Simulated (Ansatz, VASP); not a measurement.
# One calculation of Fe, two programs

Contents of POSCAR:

```
Fe
1.0
   -1.4525565699      1.4525565699      1.4525565699
    1.4525565699     -1.4525565699      1.4525565699
    1.4525565699      1.4525565699     -1.4525565699
Fe
1
Direct
    0.0000000000      0.0000000000      0.0000000000
```

The input INCAR.step1:

```
  PREC = Accurate
  ENCUT = 520
  EDIFF = 1E-5
  ISMEAR = -1
  SIGMA = 0.05
  LREAL = False
  LASPH = True
  NELM = 150
  ALGO = Normal
  ISIF = 2
  LWAVE = True
  LCHARG = False
  ISPIN = 2
  MAGMOM = 3
  LORBIT = 11
  LMAXMIX = 4
  NBANDS = 14
  GGA = PE
```

Contents of INCAR.step2:

```
  PREC = Accurate
  ENCUT = 520
  EDIFF = 1E-6
  ISMEAR = -1
  SIGMA = 0.05
  LREAL = False
  LASPH = True
  NELM = 150
  ALGO = Normal
  ISIF = 2
  LWAVE = False
  LCHARG = False
  ISPIN = 2
  MAGMOM = 3
  LORBIT = 11
  LMAXMIX = 4
  GGA = PE
  LHFCALC = True
  AEXX = 1.0
  ALDAC = 0.0
  AGGAC = 0.0
  PRECFOCK = Normal
  NBANDS = 14
  ISTART = 1
```

The input KPOINTS:

```
regular mesh
0
Gamma
  7 7 7
```

Contents of input.yaml:

```yaml
crystal:
  lattice:
    - [-1.4525565699, 1.4525565699, 1.4525565699]
    - [1.4525565699, -1.4525565699, 1.4525565699]
    - [1.4525565699, 1.4525565699, -1.4525565699]
  atoms:
    - { symbol: Fe, position: [0.0, 0.0, 0.0], spin: 3.0 }
hamiltonian:
  xc: hf
  pseudopotentials: { kind: paw }
magnetization:
  spin_polarized: true
kpoints:
  mp_grid: { grid: [7, 7, 7] }
scf:
  occupations: { method: fermi_dirac, width: 0.05 }
output:
  forces: true
  stress: true
  eigenvalues: true
```

Alike in both runs: task single point; functional HF; k mesh 7 × 7 × 7; occupations fermi-dirac, width 0.05 eV; collinear spin.

|  | VASP | Ansatz |
| --- | --- | --- |
| version | VASP 6.6.1 | Ansatz 0.2.0 |
| potentials or method | VASP PAW PBE potentials, release 64 (Fe) | Ansatz PAW |
| plane-wave cutoff (eV) | 520 | 420 |
| valence electrons in the cell | 8 | 16 |

|  | VASP | Ansatz | Ansatz less VASP |
| --- | --- | --- | --- |
| gap on the k mesh at the Fermi level (eV) | none | none | - |
| pressure (GPa) | 42.8 | 42.3 | -0.54 |
| net moment per atom (μB) | 3.17 | 3.17 | -0.001 |
| size of the moment on the site where the two differ most (μB) | 3.32 | 3.69 | +0.367 |

VASP's potentials were made for PBE, not for HF. Site moments also hang on the region over which each program counts them. A gap of «none» marks a metal or a gap that the smearing closes. Both programs put the cell under a high pressure, so it lies far from rest at this level. VASP's potentials hold 8 valence electrons a cell and Ansatz's 16, so a difference there can come from the potentials and not from the codes.

The k mesh is coarse, so the values compare programs but aren't converged. Noted on Ansatz's run: the magnetic or orbital state may not be the lowest; Pulay correction over one GPa.
